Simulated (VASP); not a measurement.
# NaF (Fm-3m) in VASP: a series of runs

Runs on NaF. Level: PBE. Tasks: electric field gradients.

All numbers are computed with VASP 6.6.1; they aren't measurements. Logs are shortened: lines on timing, memory, paths and dates and some standing lists are left out, and cuts for length are marked.

### Step 1. The cell of the first run

It takes space group Fm-3m (No. 225, cubic). Conventional cell: a = 4.693 Å, b = 4.693 Å, c = 4.693 Å, α = 90.00°, β = 90.00°, γ = 90.00°. Within 3.1 Å of Na (site symmetry m-3m) lie 6 F at 2.35 Å. Within 3.1 Å of F (site symmetry m-3m) lie 6 Na at 2.35 Å.

### Step 2. Electric field gradients, PBE (volume scaled by 1.03)

File INCAR:

```
PREC     = Accurate       # precision mode
ENCUT    = 520            # plane-wave cutoff, eV
EDIFF    = 1E-8           # SCF threshold, eV
ISMEAR   = -1             # smearing method
SIGMA    = 0.02           # smearing width, eV
LREAL    = False          # projectors in reciprocal space
LASPH    = True           # aspherical terms in the spheres
NELM     = 80             # most SCF steps
ALGO     = Normal         # electronic algorithm
ISIF     = 2              # what is computed and relaxed
LWAVE    = False          # write WAVECAR
LCHARG   = False          # write CHGCAR
GGA      = PE             # functional
LEFG     = True         
NBANDS   = 14             # bands
```

File KPOINTS:

```
regular mesh
0
Gamma
  10 10 10
```

File POSCAR:

```
NaF
1.0
    0.0000000000      2.3463044664      2.3463044664
    2.3463044664      0.0000000000      2.3463044664
    2.3463044664      2.3463044664      0.0000000000
Na F
1 1
Direct
    0.0000000000      0.0000000000      0.0000000000
    0.5000000000      0.5000000000      0.5000000000
```

Potentials or basis: VASP PAW PBE potentials, release 64 (Na_pv, F).

Command:

```console
$ cat potpaw_PBE.64/Na_pv/POTCAR potpaw_PBE.64/F/POTCAR > POTCAR
$ mpirun -np 1 vasp_std > vasp.out
```

OUTCAR:

```text
PREC = Accurate
   ENCUT = 520
   EDIFF = 1E-8
   ISMEAR = -1
   LREAL = False
   LASPH = True
   NELM = 80
   ISIF = 2
   GGA = PE

 ion  position               nearest neighbor table
   1  0.000  0.000  0.000-   2 2.35   2 2.35   2 2.35   2 2.35   2 2.35   2 2.35
   2  0.500  0.500  0.500-   1 2.35   1 2.35   1 2.35   1 2.35   1 2.35   1 2.35

  LATTYP: Found a face centered cubic cell.
 ALAT       =     4.6926089328

  Lattice vectors:

 A1 = (   0.0000000000,   2.3463044664,   2.3463044664)
 A2 = (   2.3463044664,   0.0000000000,   2.3463044664)
 A3 = (   2.3463044664,   2.3463044664,   0.0000000000)

Analysis of symmetry for initial positions (statically):
=====================================================================
 Subroutine PRICEL returns:
 Original cell was already a primitive cell.

 Routine SETGRP: Setting up the symmetry group for a
 face centered cubic supercell.

 Subroutine GETGRP returns: Found 48 space group operations
 (whereof 48 operations were pure point group operations)
 out of a pool of 48 trial point group operations.

The static configuration has the point symmetry O_h .

Analysis of symmetry for dynamics (positions and initial velocities):
=====================================================================
 Subroutine PRICEL returns:
 Original cell was already a primitive cell.

 Routine SETGRP: Setting up the symmetry group for a
 face centered cubic supercell.

 Subroutine GETGRP returns: Found 48 space group operations
 (whereof 48 operations were pure point group operations)
 out of a pool of 48 trial point group operations.

The dynamic configuration has the point symmetry O_h .

 Subroutine INISYM returns: Found 48 space group operations
 (whereof 48 operations are pure point group operations),
 and found     1 'primitive' translations

----------------------------------------------------------------------------------------

                                     Primitive cell

  volume of cell :      25.8335

  direct lattice vectors                    reciprocal lattice vectors
     0.000000000  2.346304466  2.346304466    -0.213101073  0.213101073  0.213101073
     2.346304466  0.000000000  2.346304466     0.213101073 -0.213101073  0.213101073
     2.346304466  2.346304466  0.000000000     0.213101073  0.213101073 -0.213101073

  length of vectors
     3.318175598  3.318175598  3.318175598     0.369101886  0.369101886  0.369101886

  position of ions in fractional coordinates (direct lattice)
     0.000000000  0.000000000  0.000000000
     0.500000000  0.500000000  0.500000000

  ion indices of the primitive-cell ions
   primitive index   ion index
                 1           1
                 2           2

----------------------------------------------------------------------------------------

 KPOINTS: regular mesh

Automatic generation of k-mesh.
 Grid dimensions read from file:
 generate k-points for:   10   10   10

 Generating k-lattice:

  Cartesian coordinates                     Fractional coordinates (reciprocal lattice)
    -0.021310107  0.021310107  0.021310107     0.100000000  0.000000000  0.000000000
     0.021310107 -0.021310107  0.021310107     0.000000000  0.100000000  0.000000000
     0.021310107  0.021310107 -0.021310107     0.000000000  0.000000000  0.100000000

  Length of vectors
     0.036910189  0.036910189  0.036910189

  Shift w.r.t. Gamma in fractional coordinates (k-lattice)
     0.000000000  0.000000000  0.000000000

 Subroutine IBZKPT returns following result:
 ===========================================

 Found     47 irreducible k-points:

 Following reciprocal coordinates:
            Coordinates               Weight
  0.000000  0.000000  0.000000      1.000000
  0.100000  0.000000  0.000000      8.000000
  0.200000  0.000000  0.000000      8.000000
  0.300000  0.000000  0.000000      8.000000
  0.400000  0.000000  0.000000      8.000000
  0.500000  0.000000  0.000000      4.000000
[... 16 lines left out ...]
  0.300000  0.300000  0.000000      6.000000
  0.400000  0.300000  0.000000     24.000000
 [... further k-points ...]
   k-points           NKPTS =     47   k-points in BZ     NKDIM =     47   number of bands    NBANDS=     14
   number of dos      NEDOS =    301   number of ions     NIONS =      2
   total plane-waves  NPLWV =  21952
   dimension x,y,z NGX =    28 NGY =   28 NGZ =   28
   dimension x,y,z NGXF=    56 NGYF=   56 NGZF=   56
   ions per type =               1   1
   NGX,Y,Z   is equivalent  to a cutoff of  14.03, 14.03, 14.03 a.u.
   NGXF,Y,Z  is equivalent  to a cutoff of  28.06, 28.06, 28.06 a.u.
 SYSTEM =  unknown system
   PREC   = accura    normal or accurate (medium, high low for compatibility)
   ISTART =      0    job   : 0-new  1-cont  2-samecut
   ICHARG =      2    charge: 1-file 2-atom 10-const
   ISPIN  =      1    spin polarized calculation?
   LNONCOLLINEAR =      F non collinear calculations
   LSORBIT =      F    spin-orbit coupling
   LASPH  =      T    aspherical Exc in radial PAW
   ENCUT  =  520.0 eV  38.22 Ry    6.18 a.u.   6.17  6.17  6.17*2*pi/ulx,y,z
   NELM   =     80;   NELMIN=  2; NELMDL= -5     # of ELM steps
   EDIFF  = 0.1E-07   stopping-criterion for ELM
   LREAL  =      F    real-space projection
   EDIFFG = 0.1E-06   stopping-criterion for IOM
   NSW    =      0    number of steps for IOM
   IBRION =     -1    ionic relax: 0-MD 1-quasi-New 2-CG
   NFREE  =      0    steps in history (QN), initial steepest desc. (CG)
   ISIF   =      2    stress and relaxation
   ISYM   =      2    0-nonsym 1-usesym 2-fastsym
   POTIM  = 0.5000    time-step for ionic-motion
   TEBEG  =    0.0;   TEEND  =   0.0 temperature during run
   PSTRESS=    0.0 pullay stress
   NELECT =      14.0000    total number of electrons
   NUPDOWN=      -1.0000    fix difference up-down
   EMIN   =  10.00;   EMAX   =-10.00  energy-range for DOS
   EFERMI =   0.00;   METHOD = LEGACY
   ISMEAR =    -1;   SIGMA  =   0.02  broadening in eV -4-tet -1-fermi 0-gaus
   EFERMI_NEDOS =   21; number of points for ismear=-14 and -15
   IALGO  =     38    algorithm
   IMIX   =      4    mixing-type and parameters
     AMIX     =   0.40;   BMIX     =  1.00
     AMIX_MAG =   1.60;   BMIX_MAG =  1.00
  volume/ion in A,a.u.               =      12.92        87.17
  Fermi-wavevector in a.u.,A,eV,Ry     =   1.334719  2.522253 24.238433  1.781475
  Thomas-Fermi vector in A             =   2.463479
   LORBIT       =      0    0 simple, 1 ext, 2 COOP (PROOUT), +10 PAW based schemes
   GGA     = PE    functional components
   LHFCALC =     F    Hartree Fock is set to
   AEXX    =    0.0000 exact exchange contribution
   IVDW    =     0    specifies the selected vdW correction
   LEPSILON=     F    determine dielectric tensor
   LRPA    =     F    only Hartree local field effects (RPA)
 non-spin polarized calculation
  energy-cutoff  :      520.00
  volume of cell :       25.83
 maximum number of plane-waves:       725
 NGX is ok and might be reduce to    28
   NGX = 13   NGY = 13   NGZ = 13

 number of electron      14.0000004 magnetization

 Free energy of the ion-electron system (eV)
  ---------------------------------------------------
  ext. energy  EPLUGINS =         0.00000000
  ---------------------------------------------------
  free energy    TOTEN  =        -8.56923760 eV

  energy without entropy =       -8.56923760  energy(sigma->0) =       -8.56923760

 E-fermi :  -1.7249     XC(G=0):  -8.9766

 val. band max:       -2.2433697127   @ k =   0.0000   0.0000   0.0000
 cond. band min:       3.8567810804   @ k =   0.0000   0.0000   0.0000
 fundamental gap:      6.1001507931
 Fermi energy:        -1.7248722970

 k-point     1 :       0.0000    0.0000    0.0000
  band No.  band energies     occupation
      1     -21.3563      2.00000
      2     -21.3045      2.00000
      3     -21.3045      2.00000
      4     -21.3045      2.00000
      5      -2.2434      2.00000
      6      -2.2434      2.00000
      7      -2.2434      2.00000
      8       3.8568      0.00000
      9      16.4625      0.00000
     10      16.4625      0.00000
     11      16.4625      0.00000
     12      19.2497      0.00000
     13      21.3828      0.00000
     14      21.3828      0.00000

 k-point     2 :       0.1000    0.0000    0.0000
  band No.  band energies     occupation
      1     -21.5570      2.00000
      2     -21.3056      2.00000
      3     -21.3056      2.00000
      4     -21.0913      2.00000
      5      -2.4305      2.00000
      6      -2.2664      2.00000
      7      -2.2664      2.00000
      8       4.2053      0.00000
      9      15.1981      0.00000
     10      16.6080      0.00000
     11      16.6080      0.00000
     12      20.6276      0.00000
     13      20.9463      0.00000
     14      20.9463      0.00000

 k-point     3 :       0.2000    0.0000    0.0000
  band No.  band energies     occupation
      1     -21.7503      2.00000
      2     -21.3083      2.00000
      3     -21.3083      2.00000
      4     -20.8664      2.00000
      5      -2.8609      2.00000
      6      -2.3262      2.00000
      7      -2.3262      2.00000
      8       5.1062      0.00000
      9      13.4506      0.00000
     10      16.9681      0.00000
     11      16.9681      0.00000
     12      20.3065      0.00000
     13      20.3065      0.00000
     14      21.6183      0.00000
[... 324 lines left out ...]
 k-point    23 :       0.3000    0.3000    0.0000
  band No.  band energies     occupation
      1     -21.7091      2.00000
      2     -21.3348      2.00000
      3     -21.3348      2.00000
      4     -20.8540      2.00000
      5      -3.2525      2.00000
      6      -2.5052      2.00000
      7      -2.5052      2.00000
      8       7.0488      0.00000
      9      11.9951      0.00000
     10      15.2162      0.00000
     11      16.8509      0.00000
     12      16.8509      0.00000
     13      22.7148      0.00000
     14      23.5797      0.00000

 k-point    24 :       0.4000    0.3000    0.0000
  band No.  band energies     occupation
      1     -21.6905      2.00000
      2     -21.3463      2.00000
      3     -21.3395      2.00000
      4     -20.8563      2.00000
      5      -3.3603      2.00000
      6      -2.6071      2.00000
      7      -2.5543      2.00000
      8       8.0377      0.00000
      9      11.4430      0.00000
     10      14.0983      0.00000
     11      16.9188      0.00000
     12      16.9536      0.00000
     13      22.4979      0.00000
     14      23.9276      0.00000

 [... further k-points ...]
[... 5 lines left out ...]
  --------------------------------------------------------------------------------------
  -------------------------------------------------------------------------------------
  Total        0.0181346      0.0181346      0.0181346      0.0000000     -0.0000000      0.0000000
  in kB        1.1246944      1.1246944      1.1246944      0.0000000     -0.0000000      0.0000000
  external PRESSURE =       1.1246944 kB  Pullay stress =       0.0000000 kB

 VOLUME and BASIS-vectors are now :
 -----------------------------------------------------------------------------
  energy-cutoff  :      520.00
  volume of cell :       25.83
      direct lattice vectors                 reciprocal lattice vectors
     0.000000000  2.346304466  2.346304466    -0.213101073  0.213101073  0.213101073
     2.346304466  0.000000000  2.346304466     0.213101073 -0.213101073  0.213101073
     2.346304466  2.346304466  0.000000000     0.213101073  0.213101073 -0.213101073

 POSITION                                       TOTAL-FORCE (eV/Angst)
 -----------------------------------------------------------------------------------
      0.00000      0.00000      0.00000        -0.000000      0.000000      0.000000
      2.34630      2.34630      2.34630         0.000000     -0.000000     -0.000000
 -----------------------------------------------------------------------------------
    total drift:                                0.000000      0.000000      0.000000

  FREE ENERGIE OF THE ION-ELECTRON SYSTEM (eV)
  ---------------------------------------------------
  free  energy   TOTEN  =        -8.5692376038 eV

  energy  without entropy=       -8.5692376038  energy(sigma->0) =       -8.56923760

 Electric field gradients (V/A^2)
---------------------------------------------------------------------
 ion       V_xx      V_yy      V_zz      V_xy      V_xz      V_yz
---------------------------------------------------------------------
   1       0.000     0.000     0.000    -0.002    -0.002    -0.002
   2      -0.000     0.000    -0.000     0.000     0.000     0.000
---------------------------------------------------------------------

 Electric field gradients after diagonalization (V/A^2)
 (convention: |V_zz| > |V_xx| > |V_yy|)
----------------------------------------------------------------------
 ion       V_xx      V_yy      V_zz     asymmetry (V_yy - V_xx)/ V_zz
----------------------------------------------------------------------
   1       0.002     0.002    -0.005       0.000
   2      -0.000    -0.000     0.001       0.000
----------------------------------------------------------------------

           NMR quadrupolar parameters

 Cq : quadrupolar parameter    Cq=e*Q*V_zz/h
 eta: asymmetry parameters     (V_yy - V_xx)/ V_zz
 Q  : nuclear electric quadrupole moment in mb (millibarn)
----------------------------------------------------------------------
 ion       Cq(MHz)       eta       Q (mb)
----------------------------------------------------------------------
   1      -0.000       0.000       1.000
   2       0.000       0.000       1.000
----------------------------------------------------------------------
```

Wall time 9.9 s (1 thread of Intel Xeon 6975P-C (Granite Rapids), shared host); peak memory 0.15 GiB.

Results:

```
Free energy            : -8.5692 eV
Pressure               : 0.1 GPa
Band gap on the k mesh : 6.10 eV, direct
```

Caveat: without QUAD_EFG the Cq values of the log hold for a quadrupole moment of 1 mb, not for the nuclei. A k mesh can miss the band edges.

### Step 3. Electric field gradients, PBE (volume scaled by 1.06)

File INCAR:

```
SYSTEM = NaF
PREC = Accurate
ENCUT = 520
EDIFF = 1E-8
ISMEAR = -1
SIGMA = 0.02
LREAL = .False.
LASPH = .True.
NELM = 100
ALGO = Normal
ISIF = 2
LWAVE = .False.
LCHARG = .False.
GGA = PE
LEFG = .True.
NBANDS = 14
```

File KPOINTS:

```
Automatic mesh
0
Gamma
  10 10 10
  0 0 0
```

File POSCAR:

```
NaF
1.0
    0.0000000000      2.3688664703      2.3688664703
    2.3688664703      0.0000000000      2.3688664703
    2.3688664703      2.3688664703      0.0000000000
Na F
1 1
Direct
    0.0000000000      0.0000000000      0.0000000000
    0.5000000000      0.5000000000      0.5000000000
```

Potentials or basis: VASP PAW PBE potentials, release 64 (Na_pv, F).

Command:

```console
$ cat potpaw_PBE.64/Na_pv/POTCAR potpaw_PBE.64/F/POTCAR > POTCAR
$ mpirun -np 1 vasp_std > vasp.out
```

OUTCAR:

```text
SYSTEM = NaF
   PREC = Accurate
   ENCUT = 520
   EDIFF = 1E-8
   ISMEAR = -1
   LREAL = .False.
   LASPH = .True.
   NELM = 100
   ISIF = 2
   GGA = PE

 ion  position               nearest neighbor table
   1  0.000  0.000  0.000-
   2  0.500  0.500  0.500-

  LATTYP: Found a face centered cubic cell.
 ALAT       =     4.7377329406

  Lattice vectors:

 A1 = (   0.0000000000,   2.3688664703,   2.3688664703)
 A2 = (   2.3688664703,   0.0000000000,   2.3688664703)
 A3 = (   2.3688664703,   2.3688664703,   0.0000000000)

[... 617 lines left out ...]
  FREE ENERGIE OF THE ION-ELECTRON SYSTEM (eV)
  ---------------------------------------------------
  free  energy   TOTEN  =        -8.5679273719 eV

  energy  without entropy=       -8.5679273719  energy(sigma->0) =       -8.56792737

 Electric field gradients (V/A^2)
---------------------------------------------------------------------
 ion       V_xx      V_yy      V_zz      V_xy      V_xz      V_yz
---------------------------------------------------------------------
   1       0.000     0.000    -0.000    -0.002    -0.002    -0.002
   2      -0.000    -0.000     0.000    -0.001    -0.001    -0.001
---------------------------------------------------------------------

 Electric field gradients after diagonalization (V/A^2)
 (convention: |V_zz| > |V_xx| > |V_yy|)
----------------------------------------------------------------------
 ion       V_xx      V_yy      V_zz     asymmetry (V_yy - V_xx)/ V_zz
----------------------------------------------------------------------
   1       0.002     0.002    -0.004       0.000
   2       0.001     0.001    -0.002       0.000
----------------------------------------------------------------------

           NMR quadrupolar parameters

 Cq : quadrupolar parameter    Cq=e*Q*V_zz/h
 eta: asymmetry parameters     (V_yy - V_xx)/ V_zz
 Q  : nuclear electric quadrupole moment in mb (millibarn)
----------------------------------------------------------------------
 ion       Cq(MHz)       eta       Q (mb)
----------------------------------------------------------------------
   1      -0.000       0.000       1.000
   2      -0.000       0.000       1.000
----------------------------------------------------------------------
```

OSZICAR:

```text
N       E                     dE             d eps       ncg     rms          rms(c)
DAV:   1     0.109657085873E+03    0.10966E+03   -0.76652E+03  1348   0.118E+03
DAV:   2    -0.362149839233E+01   -0.11328E+03   -0.10552E+03  1436   0.345E+02
DAV:   3    -0.942832220733E+01   -0.58068E+01   -0.57939E+01  1604   0.701E+01
DAV:   4    -0.947742477652E+01   -0.49103E-01   -0.49100E-01  1502   0.692E+00
DAV:   5    -0.947794986095E+01   -0.52508E-03   -0.52508E-03  1610   0.724E-01    0.543E+00
DAV:   6    -0.857766166964E+01    0.90029E+00   -0.32292E+00  1556   0.144E+01    0.188E+00
DAV:   7    -0.856589712943E+01    0.11765E-01   -0.29717E-02  1352   0.204E+00    0.107E+00
DAV:   8    -0.856728509688E+01   -0.13880E-02   -0.31678E-02  1400   0.373E+00    0.155E-01
DAV:   9    -0.856808101740E+01   -0.79592E-03   -0.45602E-03  1622   0.606E-01    0.142E-01
DAV:  10    -0.856792758497E+01    0.15343E-03   -0.99360E-04  1442   0.313E-01    0.101E-02
DAV:  11    -0.856792706923E+01    0.51575E-06   -0.31964E-05  1628   0.978E-02    0.424E-03
DAV:  12    -0.856792759552E+01   -0.52629E-06   -0.16933E-06  1430   0.193E-02    0.200E-03
DAV:  13    -0.856792737095E+01    0.22458E-06   -0.49598E-07  1442   0.616E-03    0.749E-04
DAV:  14    -0.856792735311E+01    0.17834E-07   -0.34542E-08  1616   0.233E-03    0.468E-05
DAV:  15    -0.856792737176E+01   -0.18649E-07   -0.18711E-09   808   0.369E-04    0.466E-05
DAV:  16    -0.856792737191E+01   -0.15211E-09   -0.17798E-10   736   0.137E-04
   1 F= -.85679274E+01 E0= -.85679274E+01  d E =-.313185E-13
```

stdout:

```text
POSCAR found type information on POSCAR NaF
 POSCAR found :  2 types and       2 ions
 scaLAPACK will be used
 LDA part: xc-table for (Slater+PW92), standard interpolation
 POSCAR, INCAR and KPOINTS ok, starting setup
 FFT: planning ... GRIDC
 FFT: planning ... GRID_SOFT
 FFT: planning ... GRID
 WAVECAR not read
 entering main loop
ion   1

ion   2
```

Wall time 9.5 s (1 thread of Intel Xeon 6975P-C (Granite Rapids), shared host); peak memory 0.15 GiB.

Results:

| Property | Result |
| --- | --- |
| Free energy | -8.5679 eV |
| Pressure | -1.1 GPa |
| Band gap on the k mesh | 5.95 eV, direct |

Levels at points of the mesh, in eV from the valence-band top:
```tsv
k point	band 3	band 4	band 5	band 6	band 7	band 8	band 9	band 10	band 11	band 12
(0.00, 0.00, 0.00)	-19.15	-19.07	0.00	0.00	0.00	5.95	18.50	18.50	18.50	21.23
(0.50, 0.00, 0.00)	-19.16	-18.33	-1.45	-0.22	-0.22	10.38	11.91	19.39	19.39	22.13
(0.50, 0.50, 0.00)	-19.19	-18.86	-1.17	-0.37	-0.37	12.61	12.96	13.07	18.92	18.92
```

Caveat: without QUAD_EFG the Cq values of the log hold for a quadrupole moment of 1 mb, not for the nuclei. A k mesh can miss the band edges.
